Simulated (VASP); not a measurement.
# Pb2O (antifluorite type) (Fm-3m) in VASP: single point with PBE

Aim: the single point of Pb2O (antifluorite type) with PBE.

Program: VASP 6.6.1. These are calculated values, not measurements. Logs are shortened: lines on timing, memory, paths and dates and some standing lists are left out, and cuts for length are marked.

## 1. The cell of the first run

The structure is cubic, space group Fm-3m (No. 225). The conventional cell has a = 6.464 Å, b = 6.464 Å, c = 6.464 Å, α = 90.00°, β = 90.00°, γ = 90.00°. Pb (site symmetry -43m) has 4 O at 2.80 Å and 6 Pb at 3.23 Å within 3.7 Å. Within 3.7 Å of O (site symmetry m-3m) lie 8 Pb at 2.80 Å.

## 2. Single point, PBE

Contents of INCAR:

```
SYSTEM = Pb2O
  PREC = Accurate
  ENCUT = 600
  EDIFF = 1E-6
  ISMEAR = -1
  SIGMA = 0.06122561905347299
  LREAL = .FALSE.
  LASPH = .TRUE.
  NELM = 120
  ALGO = Normal
  ISIF = 2
  LWAVE = .FALSE.
  LCHARG = .FALSE.
  GGA = PE
  NBANDS = 24
  GGA_COMPAT = .FALSE.
```

Contents of KPOINTS:

```
Automatic mesh
0
G
  29 29 29
  0 0 0
```

Contents of POSCAR:

```
Pb2O
1.0
    0.0000000000      3.2318711156      3.2318711156
    3.2318711156      0.0000000000      3.2318711156
    3.2318711156      3.2318711156      0.0000000000
Pb O
2 1
Direct
    0.2500000000      0.2500000000      0.2500000000
    0.7500000000      0.7500000000      0.7500000000
    0.0000000000      0.0000000000      0.0000000000
```

Potentials or basis: VASP PAW PBE potentials, release 64 (Pb_d, O).

Started as:

```bash
$ cat potpaw_PBE.64/Pb_d/POTCAR potpaw_PBE.64/O/POTCAR > POTCAR
$ mpirun -np 1 vasp_std > vasp.out
```

OUTCAR:

```text
SYSTEM = Pb2O
   PREC = Accurate
   ENCUT = 600
   EDIFF = 1E-6
   ISMEAR = -1
   LREAL = .FALSE.
   LASPH = .TRUE.
   NELM = 120
   ISIF = 2
   GGA = PE

 ion  position               nearest neighbor table
   1  0.250  0.250  0.250-   3 2.80   3 2.80   3 2.80   3 2.80   2 3.23   2 3.23   2 3.23   2 3.23
                             2 3.23   2 3.23
   2  0.750  0.750  0.750-   3 2.80   3 2.80   3 2.80   3 2.80   1 3.23   1 3.23   1 3.23   1 3.23
                             1 3.23   1 3.23
   3  0.000  0.000  0.000-   2 2.80   2 2.80   2 2.80   1 2.80   1 2.80   1 2.80   2 2.80   1 2.80

  LATTYP: Found a face centered cubic cell.
 ALAT       =     6.4637422312

  Lattice vectors:

 A1 = (   0.0000000000,   3.2318711156,   3.2318711156)
 A2 = (   3.2318711156,   0.0000000000,   3.2318711156)
 A3 = (   3.2318711156,   3.2318711156,   0.0000000000)

Analysis of symmetry for initial positions (statically):
=====================================================================
 Subroutine PRICEL returns:
 Original cell was already a primitive cell.

 Routine SETGRP: Setting up the symmetry group for a
 face centered cubic supercell.

 Subroutine GETGRP returns: Found 48 space group operations
 (whereof 48 operations were pure point group operations)
 out of a pool of 48 trial point group operations.

The static configuration has the point symmetry O_h .

Analysis of symmetry for dynamics (positions and initial velocities):
=====================================================================
 Subroutine PRICEL returns:
 Original cell was already a primitive cell.

 Routine SETGRP: Setting up the symmetry group for a
 face centered cubic supercell.

 Subroutine GETGRP returns: Found 48 space group operations
 (whereof 48 operations were pure point group operations)
 out of a pool of 48 trial point group operations.

The dynamic configuration has the point symmetry O_h .

 Subroutine INISYM returns: Found 48 space group operations
 (whereof 48 operations are pure point group operations),
 and found     1 'primitive' translations

----------------------------------------------------------------------------------------

                                     Primitive cell

  volume of cell :      67.5137

  direct lattice vectors                    reciprocal lattice vectors
     0.000000000  3.231871116  3.231871116    -0.154709140  0.154709140  0.154709140
     3.231871116  0.000000000  3.231871116     0.154709140 -0.154709140  0.154709140
     3.231871116  3.231871116  0.000000000     0.154709140  0.154709140 -0.154709140

  length of vectors
     4.570555964  4.570555964  4.570555964     0.267964090  0.267964090  0.267964090

  position of ions in fractional coordinates (direct lattice)
     0.250000000  0.250000000  0.250000000
     0.750000000  0.750000000  0.750000000
     0.000000000  0.000000000  0.000000000

  ion indices of the primitive-cell ions
   primitive index   ion index
                 1           1
                 2           2
                 3           3

----------------------------------------------------------------------------------------

 KPOINTS: Automatic mesh

Automatic generation of k-mesh.
 Grid dimensions read from file:
 generate k-points for:   29   29   29

 Generating k-lattice:

  Cartesian coordinates                     Fractional coordinates (reciprocal lattice)
    -0.005334798  0.005334798  0.005334798     0.034482759  0.000000000  0.000000000
     0.005334798 -0.005334798  0.005334798     0.000000000  0.034482759  0.000000000
     0.005334798  0.005334798 -0.005334798     0.000000000  0.000000000  0.034482759

  Length of vectors
     0.009240141  0.009240141  0.009240141

  Shift w.r.t. Gamma in fractional coordinates (k-lattice)
     0.000000000  0.000000000  0.000000000

 Subroutine IBZKPT returns following result:
 ===========================================

 Found    680 irreducible k-points:

 Following reciprocal coordinates:
            Coordinates               Weight
  0.000000  0.000000  0.000000      1.000000
  0.034483  0.000000  0.000000      8.000000
  0.068966  0.000000  0.000000      8.000000
  0.103448  0.000000  0.000000      8.000000
  0.137931  0.000000  0.000000      8.000000
  0.172414  0.000000  0.000000      8.000000
[... 16 lines left out ...]
  0.275862  0.034483  0.000000     24.000000
  0.310345  0.034483  0.000000     24.000000
 [... further k-points ...]
   k-points           NKPTS =    680   k-points in BZ     NKDIM =    680   number of bands    NBANDS=     24
   number of dos      NEDOS =    301   number of ions     NIONS =      3
   total plane-waves  NPLWV =  64000
   dimension x,y,z NGX =    40 NGY =   40 NGZ =   40
   dimension x,y,z NGXF=    80 NGYF=   80 NGZF=   80
   ions per type =               2   1
   NGX,Y,Z   is equivalent  to a cutoff of  14.55, 14.55, 14.55 a.u.
   NGXF,Y,Z  is equivalent  to a cutoff of  29.10, 29.10, 29.10 a.u.
 SYSTEM =  Pb2O
   PREC   = accura    normal or accurate (medium, high low for compatibility)
   ISTART =      0    job   : 0-new  1-cont  2-samecut
   ICHARG =      2    charge: 1-file 2-atom 10-const
   ISPIN  =      1    spin polarized calculation?
   LNONCOLLINEAR =      F non collinear calculations
   LSORBIT =      F    spin-orbit coupling
   LASPH  =      T    aspherical Exc in radial PAW
   ENCUT  =  600.0 eV  44.10 Ry    6.64 a.u.   9.13  9.13  9.13*2*pi/ulx,y,z
   NELM   =    120;   NELMIN=  2; NELMDL= -5     # of ELM steps
   EDIFF  = 0.1E-05   stopping-criterion for ELM
   LREAL  =      F    real-space projection
[... 7 lines left out ...]
   TEBEG  =    0.0;   TEEND  =   0.0 temperature during run
   PSTRESS=    0.0 pullay stress
   NELECT =      34.0000    total number of electrons
   NUPDOWN=      -1.0000    fix difference up-down
   EMIN   =  10.00;   EMAX   =-10.00  energy-range for DOS
   EFERMI =   0.00;   METHOD = LEGACY
   ISMEAR =    -1;   SIGMA  =   0.06  broadening in eV -4-tet -1-fermi 0-gaus
   EFERMI_NEDOS =   21; number of points for ismear=-14 and -15
   IALGO  =     38    algorithm
   IMIX   =      4    mixing-type and parameters
     AMIX     =   0.40;   BMIX     =  1.00
     AMIX_MAG =   1.60;   BMIX_MAG =  1.00
  volume/ion in A,a.u.               =      22.50       151.87
  Fermi-wavevector in a.u.,A,eV,Ry     =   1.302478  2.461327 23.081594  1.696449
  Thomas-Fermi vector in A             =   2.433544
   LORBIT       =      0    0 simple, 1 ext, 2 COOP (PROOUT), +10 PAW based schemes
   GGA     = PE    functional components
   LHFCALC =     F    Hartree Fock is set to
   AEXX    =    0.0000 exact exchange contribution
   IVDW    =     0    specifies the selected vdW correction
   LEPSILON=     F    determine dielectric tensor
   LRPA    =     F    only Hartree local field effects (RPA)
 non-spin polarized calculation
  energy-cutoff  :      600.00
  volume of cell :       67.51
 maximum number of plane-waves:      2276
 NGX is ok and might be reduce to    40
   NGX = 19   NGY = 19   NGZ = 19

 number of electron      33.9999997 magnetization

 Free energy of the ion-electron system (eV)
  ---------------------------------------------------
  ext. energy  EPLUGINS =         0.00000000
  ---------------------------------------------------
  free energy    TOTEN  =       -12.23956752 eV

  energy without entropy =      -12.21043248  energy(sigma->0) =      -12.22500000

 E-fermi :   7.0621     XC(G=0): -10.3401

 val. band max:        7.0612398057   @ k =   0.2759   0.2759   0.0000
 cond. band min:       7.0624311864   @ k =   0.3103   0.1379   0.0690
 fundamental gap:      0.0011913807
 Fermi energy:         7.0620666927

 k-point     1 :       0.0000    0.0000    0.0000
  band No.  band energies     occupation
      1     -10.7119      2.00000
      2     -10.7119      2.00000
      3     -10.5862      2.00000
      4     -10.4684      2.00000
      5     -10.4684      2.00000
      6     -10.4684      2.00000
[... 16 lines left out ...]
     23      13.7120      0.00000
     24      15.6941      0.00000

 k-point     2 :       0.0345    0.0000    0.0000
  band No.  band energies     occupation
      1     -10.7099      2.00000
      2     -10.7099      2.00000
      3     -10.6056      2.00000
      4     -10.4672      2.00000
      5     -10.4672      2.00000
      6     -10.4450      2.00000
[... 16 lines left out ...]
     23      13.8363      0.00000
     24      15.7347      0.00000

 k-point     3 :       0.0690    0.0000    0.0000
  band No.  band energies     occupation
      1     -10.7039      2.00000
      2     -10.7039      2.00000
      3     -10.6427      2.00000
      4     -10.4637      2.00000
      5     -10.4637      2.00000
      6     -10.3961      2.00000
[... 16 lines left out ...]
     23      14.1476      0.00000
     24      15.8434      0.00000

 k-point     4 :       0.1034    0.0000    0.0000
  band No.  band energies     occupation
      1     -10.6938      2.00000
      2     -10.6938      2.00000
      3     -10.6812      2.00000
      4     -10.4579      2.00000
      5     -10.4579      2.00000
      6     -10.3395      2.00000
[... 16 lines left out ...]
     23      14.5426      0.00000
     24      15.9860      0.00000

 k-point     5 :       0.1379    0.0000    0.0000
  band No.  band energies     occupation
      1     -10.7169      2.00000
      2     -10.6799      2.00000
      3     -10.6799      2.00000
      4     -10.4499      2.00000
      5     -10.4499      2.00000
      6     -10.2835      2.00000
[... 451 lines left out ...]
 k-point    22 :       0.2414    0.0345    0.0000
  band No.  band energies     occupation
      1     -10.7951      2.00000
      2     -10.6388      2.00000
      3     -10.6083      2.00000
      4     -10.4214      2.00000
      5     -10.4127      2.00000
      6     -10.2187      2.00000
[... 16 lines left out ...]
     23      15.1506      0.00000
     24      16.4142      0.00000

 k-point    23 :       0.2759    0.0345    0.0000
  band No.  band energies     occupation
      1     -10.8152      2.00000
      2     -10.6139      2.00000
      3     -10.5798      2.00000
      4     -10.4075      2.00000
      5     -10.3976      2.00000
      6     -10.2267      2.00000
[... 16 lines left out ...]
     23      15.1877      0.00000
     24      16.4819      0.00000

 k-point    24 :       0.3103    0.0345    0.0000
  band No.  band energies     occupation
      1     -10.8315      2.00000
      2     -10.5858      2.00000
      3     -10.5484      2.00000
      4     -10.3922      2.00000
      5     -10.3812      2.00000
      6     -10.2385      2.00000
[... 16 lines left out ...]
     23      15.2908      0.00000
     24      16.5591      0.00000

 [... further k-points ...]

------------------------ aborting loop because EDIFF is reached ----------------------------------------

  FORCE on cell =-STRESS in cart. coord.  units (eV):
  Direction    XX          YY          ZZ          XY          YZ          ZX
  --------------------------------------------------------------------------------------
  -------------------------------------------------------------------------------------
  Total        0.9936404      0.9936404      0.9936404      0.0000000     -0.0000000      0.0000000
  in kB       23.5802123     23.5802123     23.5802123      0.0000000     -0.0000000      0.0000000
  external PRESSURE =      23.5802123 kB  Pullay stress =       0.0000000 kB

 VOLUME and BASIS-vectors are now :
 -----------------------------------------------------------------------------
  energy-cutoff  :      600.00
  volume of cell :       67.51
      direct lattice vectors                 reciprocal lattice vectors
     0.000000000  3.231871116  3.231871116    -0.154709140  0.154709140  0.154709140
     3.231871116  0.000000000  3.231871116     0.154709140 -0.154709140  0.154709140
     3.231871116  3.231871116  0.000000000     0.154709140  0.154709140 -0.154709140

 POSITION                                       TOTAL-FORCE (eV/Angst)
 -----------------------------------------------------------------------------------
      1.61594      1.61594      1.61594        -0.000000     -0.000000     -0.000000
      4.84781      4.84781      4.84781         0.000000      0.000000      0.000000
      0.00000      0.00000      0.00000         0.000000      0.000000     -0.000000
 -----------------------------------------------------------------------------------
    total drift:                               -0.000000     -0.000000      0.000000

  FREE ENERGIE OF THE ION-ELECTRON SYSTEM (eV)
  ---------------------------------------------------
  free  energy   TOTEN  =       -12.2395675216 eV

  energy  without entropy=      -12.2104324760  energy(sigma->0) =      -12.22500000
```

Run time: 15 min. Hardware: 1 thread of Intel Xeon 6975P-C (Granite Rapids), shared host; peak memory 1.1 GiB.

What came out:

```
Free energy            : -12.2396 eV
Pressure               : 2.4 GPa
Band gap on the k mesh : zero (bands 17 and 18 overlap by 1.47 eV)
```

Caveat: spin-orbit coupling is left out, which moves the levels of the heavy elements.
